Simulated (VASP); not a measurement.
Here is a VASP 6.6.1 calculation.

File INCAR:

```
SYSTEM = Ru
PREC     = Accurate       ! precision mode
ENCUT    = 600            ! plane-wave cutoff, eV
EDIFF    = 1E-6           ! SCF threshold, eV
ISMEAR   = -1             ! smearing method
SIGMA    = 0.1            ! smearing width, eV
LREAL    = .FALSE.        ! projectors in reciprocal space
LASPH    = .TRUE.         ! aspherical terms in the spheres
NELM     = 60             ! most SCF steps
ALGO     = Normal         ! electronic algorithm
ISIF     = 3              ! what is computed and relaxed
LWAVE    = .FALSE.        ! write WAVECAR
LCHARG   = .FALSE.        ! write CHGCAR
GGA      = PE             ! functional
IBRION   = 2              ! ionic algorithm
NSW      = 80             ! ionic steps
EDIFFG   = -0.01          ! ionic threshold
```

KPOINTS

```
Automatic mesh
0
G
  10 10 10
  0 0 0
```

POSCAR

```
Ru
1.0
    0.0000000000      2.6351714020      2.6351714020
    2.6351714020      0.0000000000      2.6351714020
    2.6351714020      2.6351714020      0.0000000000
Ru
2
Direct
    0.1250000000      0.1250000000      0.1250000000
    0.8750000000      0.8750000000      0.8750000000
```

Potentials or basis: VASP PAW PBE potentials, release 64 (Ru_pv).

Run with:

```bash
$ cat potpaw_PBE.64/Ru_pv/POTCAR > POTCAR
$ mpirun -np 1 vasp_std > vasp.out
```

(1) What does it give for the space group after relaxing (to 0.1 Å)?

(2) What does it give for the relaxed cell?

## Answers

(1) Fd-3m (No. 227).

(2) a = 3.859 Å, b = 3.859 Å, c = 3.859 Å, α = 60.00°, β = 60.00°, γ = 60.00°.
